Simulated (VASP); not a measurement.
# WC in VASP: a series of runs

WC is run at these levels: PBEsol; tasks: single point.

Everything below comes from runs of VASP 6.6.1. Logs are shortened: lines on timing, memory, paths and dates and some standing lists are left out, and cuts for length are marked.

## (1) The cell of the first run

Symmetry: Fm-3m, No. 225, cubic system. The conventional cell has a = 4.035 Å, b = 4.035 Å, c = 4.035 Å, α = 90.00°, β = 90.00°, γ = 90.00°. W (site symmetry m-3m) has 6 C at 2.02 Å within 2.7 Å. Within 2.7 Å of C (site symmetry m-3m) lie 6 W at 2.02 Å.

## (2) Single point, PBEsol (strain -0.080 along x and y, -0.080 along z)

INCAR

```
SYSTEM = WC
ALGO = Normal
EDIFF = 1E-6
ENCUT = 520
GGA = PS
ISIF = 2
ISMEAR = 0
LASPH = .True.
LCHARG = .False.
LREAL = .False.
LWAVE = .False.
NBANDS = 16
NELM = 60
PREC = Accurate
SIGMA = 0.15
```

KPOINTS

```
k-points
0
Gamma
  18 18 18
  0 0 0
```

POSCAR

```
WC
1.0
    0.0000000000      2.0172692800      2.0172692800
    2.0172692800      0.0000000000      2.0172692800
    2.0172692800      2.0172692800      0.0000000000
W C
1 1
Direct
    0.0000000000      0.0000000000      0.0000000000
    0.5000000000      0.5000000000      0.5000000000
```

Potentials or basis: VASP PAW PBE potentials, release 64 (W_sv, C).

The run is started by

```sh
$ cat potpaw_PBE.64/W_sv/POTCAR potpaw_PBE.64/C/POTCAR > POTCAR
$ mpirun -np 1 vasp_std > vasp.out
```

OUTCAR:

```text
SYSTEM = WC
   EDIFF = 1E-6
   ENCUT = 520
   GGA = PS
   ISIF = 2
   ISMEAR = 0
   LASPH = .True.
   LREAL = .False.
   NELM = 60
   PREC = Accurate

 ion  position               nearest neighbor table
   1  0.000  0.000  0.000-   2 2.02   2 2.02   2 2.02   2 2.02   2 2.02   2 2.02
   2  0.500  0.500  0.500-   1 2.02   1 2.02   1 2.02   1 2.02   1 2.02   1 2.02

  LATTYP: Found a face centered cubic cell.
 ALAT       =     4.0345385600

  Lattice vectors:

 A1 = (   0.0000000000,   2.0172692800,   2.0172692800)
 A2 = (   2.0172692800,   0.0000000000,   2.0172692800)
 A3 = (   2.0172692800,   2.0172692800,   0.0000000000)

Analysis of symmetry for initial positions (statically):
=====================================================================
 Subroutine PRICEL returns:
 Original cell was already a primitive cell.

 Routine SETGRP: Setting up the symmetry group for a
 face centered cubic supercell.

 Subroutine GETGRP returns: Found 48 space group operations
 (whereof 48 operations were pure point group operations)
 out of a pool of 48 trial point group operations.

The static configuration has the point symmetry O_h .

Analysis of symmetry for dynamics (positions and initial velocities):
=====================================================================
 Subroutine PRICEL returns:
 Original cell was already a primitive cell.

 Routine SETGRP: Setting up the symmetry group for a
 face centered cubic supercell.

 Subroutine GETGRP returns: Found 48 space group operations
 (whereof 48 operations were pure point group operations)
 out of a pool of 48 trial point group operations.

The dynamic configuration has the point symmetry O_h .

 Subroutine INISYM returns: Found 48 space group operations
 (whereof 48 operations are pure point group operations),
 and found     1 'primitive' translations

----------------------------------------------------------------------------------------

                                     Primitive cell

  volume of cell :      16.4181

  direct lattice vectors                    reciprocal lattice vectors
     0.000000000  2.017269280  2.017269280    -0.247859820  0.247859820  0.247859820
     2.017269280  0.000000000  2.017269280     0.247859820 -0.247859820  0.247859820
     2.017269280  2.017269280  0.000000000     0.247859820  0.247859820 -0.247859820

  length of vectors
     2.852849575  2.852849575  2.852849575     0.429305801  0.429305801  0.429305801

  position of ions in fractional coordinates (direct lattice)
[... 75 lines left out ...]
   LSORBIT =      F    spin-orbit coupling
   LASPH  =      T    aspherical Exc in radial PAW
   ENCUT  =  520.0 eV  38.22 Ry    6.18 a.u.   5.30  5.30  5.30*2*pi/ulx,y,z
   NELM   =     60;   NELMIN=  2; NELMDL= -5     # of ELM steps
   EDIFF  = 0.1E-05   stopping-criterion for ELM
   LREAL  =      F    real-space projection
   EDIFFG = 0.1E-04   stopping-criterion for IOM
   NSW    =      0    number of steps for IOM
   IBRION =     -1    ionic relax: 0-MD 1-quasi-New 2-CG
   NFREE  =      0    steps in history (QN), initial steepest desc. (CG)
   ISIF   =      2    stress and relaxation
   ISYM   =      2    0-nonsym 1-usesym 2-fastsym
   POTIM  = 0.5000    time-step for ionic-motion
   TEBEG  =    0.0;   TEEND  =   0.0 temperature during run
   PSTRESS=    0.0 pullay stress
   NELECT =      18.0000    total number of electrons
   NUPDOWN=      -1.0000    fix difference up-down
   EMIN   =  10.00;   EMAX   =-10.00  energy-range for DOS
   EFERMI =   0.00;   METHOD = LEGACY
   ISMEAR =     0;   SIGMA  =   0.15  broadening in eV -4-tet -1-fermi 0-gaus
   EFERMI_NEDOS =   21; number of points for ismear=-14 and -15
   IALGO  =     38    algorithm
   IMIX   =      4    mixing-type and parameters
     AMIX     =   0.40;   BMIX     =  1.00
     AMIX_MAG =   1.60;   BMIX_MAG =  1.00
  volume/ion in A,a.u.               =       8.21        55.40
  Fermi-wavevector in a.u.,A,eV,Ry     =   1.688075  3.190000 38.771133  2.849598
  Thomas-Fermi vector in A             =   2.770447
   LORBIT       =      0    0 simple, 1 ext, 2 COOP (PROOUT), +10 PAW based schemes
   GGA     = PS    functional components
   LHFCALC =     F    Hartree Fock is set to
   AEXX    =    0.0000 exact exchange contribution
   IVDW    =     0    specifies the selected vdW correction
   LEPSILON=     F    determine dielectric tensor
   LRPA    =     F    only Hartree local field effects (RPA)
 non-spin polarized calculation
 Gauss-broadening in eV      SIGMA  =   0.15
  energy-cutoff  :      520.00
  volume of cell :       16.42
 maximum number of plane-waves:       459
 NGX is ok and might be reduce to    24
   NGX = 11   NGY = 11   NGZ = 11

 number of electron      18.0000002 magnetization

 Free energy of the ion-electron system (eV)
  ---------------------------------------------------
  ext. energy  EPLUGINS =         0.00000000
  ---------------------------------------------------
  free energy    TOTEN  =       -21.48815917 eV

  energy without entropy =      -21.48256225  energy(sigma->0) =      -21.48536071

 E-fermi :  16.3829     XC(G=0): -15.2802

 val. band max:       16.3654261239   @ k =  -0.3333   0.4444   0.2222
 cond. band min:      16.3839709582   @ k =   0.2222   0.0556   0.0000
 fundamental gap:      0.0185448343
 Fermi energy:        16.3829254510

 k-point     1 :       0.0000    0.0000    0.0000
  band No.  band energies     occupation
      1     -58.8451      2.00000
      2     -22.7575      2.00000
      3     -22.7575      2.00000
      4     -22.7575      2.00000
      5      -1.5763      2.00000
      6      12.5629      2.00000
[... 433 lines left out ...]
      3     -22.8816      2.00000
      4     -22.8071      2.00000
      5       0.5860      2.00000
      6       8.7904      2.00000
[... 8 lines left out ...]
     15      30.1845      0.00000
     16      35.5087      0.00000

 [... further k-points ...]
[... 5 lines left out ...]
  --------------------------------------------------------------------------------------
  -------------------------------------------------------------------------------------
  Total       14.5836632     14.5836632     14.5836632     -0.0000000     -0.0000000      0.0000000
  in kB     1423.1660972   1423.1660972   1423.1660972     -0.0000000     -0.0000000      0.0000000
  external PRESSURE =    1423.1660972 kB  Pullay stress =       0.0000000 kB

 VOLUME and BASIS-vectors are now :
 -----------------------------------------------------------------------------
  energy-cutoff  :      520.00
  volume of cell :       16.42
      direct lattice vectors                 reciprocal lattice vectors
     0.000000000  2.017269280  2.017269280    -0.247859820  0.247859820  0.247859820
     2.017269280  0.000000000  2.017269280     0.247859820 -0.247859820  0.247859820
     2.017269280  2.017269280  0.000000000     0.247859820  0.247859820 -0.247859820

 POSITION                                       TOTAL-FORCE (eV/Angst)
 -----------------------------------------------------------------------------------
      0.00000      0.00000      0.00000         0.000000      0.000000      0.000000
      2.01727      2.01727      2.01727         0.000000      0.000000     -0.000000
 -----------------------------------------------------------------------------------
    total drift:                                0.000000     -0.000000     -0.000000

  FREE ENERGIE OF THE ION-ELECTRON SYSTEM (eV)
  ---------------------------------------------------
  free  energy   TOTEN  =       -21.4881591699 eV

  energy  without entropy=      -21.4825622513  energy(sigma->0) =      -21.48536071
```

It took 24 s on 1 thread of Intel Xeon 6975P-C, shared host; peak memory 0.18 GiB.

What came out:

* Free energy: -21.4882 eV
* Pressure: 142.3 GPa
* Band gap on the k mesh: zero (band 9 reaches 18.08 eV, above the bottom of band 10 at 13.48 eV)

Caveat: the cell differs from its parent crystal (strain -0.080 along x and y, -0.080 along z); the PAW data sets were made with another functional, which shifts forces and pressure a little; spin-orbit coupling is left out, which moves the levels of the heavy elements.

## (3) Single point, PBEsol (strain -0.040 along x and y, -0.040 along z)

INCAR

```
ALGO     = Normal         # electronic algorithm
EDIFF    = 1E-7           # SCF threshold, eV
ENCUT    = 520            # plane-wave cutoff, eV
GGA      = PS             # functional
ISIF     = 2              # what is computed and relaxed
ISMEAR   = 0              # smearing method
LASPH    = T              # aspherical terms in the spheres
LCHARG   = F              # write CHGCAR
LREAL    = F              # projectors in reciprocal space
LWAVE    = F              # write WAVECAR
NBANDS   = 16             # bands
NELM     = 80             # most SCF steps
PREC     = Accurate       # precision mode
SIGMA    = 0.15           # smearing width, eV
```

KPOINTS

```
k-points
0
Gamma
  18 18 18
```

POSCAR

```
WC
1.0
    0.0000000000      2.1049766400      2.1049766400
    2.1049766400      0.0000000000      2.1049766400
    2.1049766400      2.1049766400      0.0000000000
W C
1 1
Direct
    0.0000000000      0.0000000000      0.0000000000
    0.5000000000      0.5000000000      0.5000000000
```

Potentials or basis: VASP PAW PBE potentials, release 64 (W_sv, C).

The run is started by

```sh
$ cat potpaw_PBE.64/W_sv/POTCAR potpaw_PBE.64/C/POTCAR > POTCAR
$ mpirun -np 1 vasp_std > vasp.out
```

It took 30 s on 1 thread of Intel Xeon 6975P-C, shared host; peak memory 0.19 GiB.

Results (log left out):

| Property | Result |
| --- | --- |
| Free energy | -22.7456 eV |
| Pressure | 47.1 GPa |
| Band gap on the k mesh | zero (band 9 reaches 15.53 eV, above the bottom of band 10 at 11.71 eV) |

Levels at points of the mesh, in eV from the Fermi level:
```csv
k point,band 5,band 6,band 7,band 8,band 9,band 10,band 11,band 12,band 13,band 14
"(0.00, 0.00, 0.00)",-16.85,-3.24,-3.24,-3.24,-1.26,-1.26,-1.26,-1.07,-1.07,8.00
"(0.50, 0.00, 0.00)",-11.30,-10.90,-7.49,-7.49,1.35,1.35,2.89,5.09,10.26,10.26
"(0.50, 0.50, 0.00)",-14.59,-6.78,-5.81,-2.65,-2.65,1.12,2.84,2.84,6.74,9.05
```

Caveat: the cell differs from its parent crystal (strain -0.040 along x and y, -0.040 along z); the PAW data sets were made with another functional, which shifts forces and pressure a little; spin-orbit coupling is left out, which moves the levels of the heavy elements.

(Continued in part 2 of 3.)
